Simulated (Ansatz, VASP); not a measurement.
# Hf: VASP beside Ansatz

```
Hf
1.0
    -1.80500    1.80500    1.80500
     1.80500   -1.80500    1.80500
     1.80500    1.80500   -1.80500
Hf
1
Direct
  0.00000 0.00000 0.00000
```

Alike in both runs: task relaxation of cell and atoms; functional LDA; k mesh 16 × 16 × 16; occupations fermi-dirac, width 0.08 eV; no spin polarisation.

|  | VASP | Ansatz |
| --- | --- | --- |
| version | VASP 6.6.1 | Ansatz 0.2.0 |
| potentials or method | VASP PAW LDA potentials, release 64 (Hf_pv) | PAW with Ansatz's default frozen-core files, scalar-relativistic |
| plane-wave cutoff (eV) | 600 | 420 |
| valence electrons in the cell | 10 | 26 |

|  | VASP | Ansatz | Ansatz less VASP |
| --- | --- | --- | --- |
| relaxed volume (Å³/atom) | 20.45 | 20.43 | -0.025 |
| relaxed cell length with the largest relative difference (Å) | 2.984 | 2.983 | -0.0012 |

LDA's correlation is that of Perdew and Zunger in VASP and of Perdew and Wang (1992) in Ansatz. VASP's potentials hold 10 valence electrons a cell and Ansatz's 26, so a difference there can come from the potentials and not from the codes.

Spin-orbit coupling is off throughout.
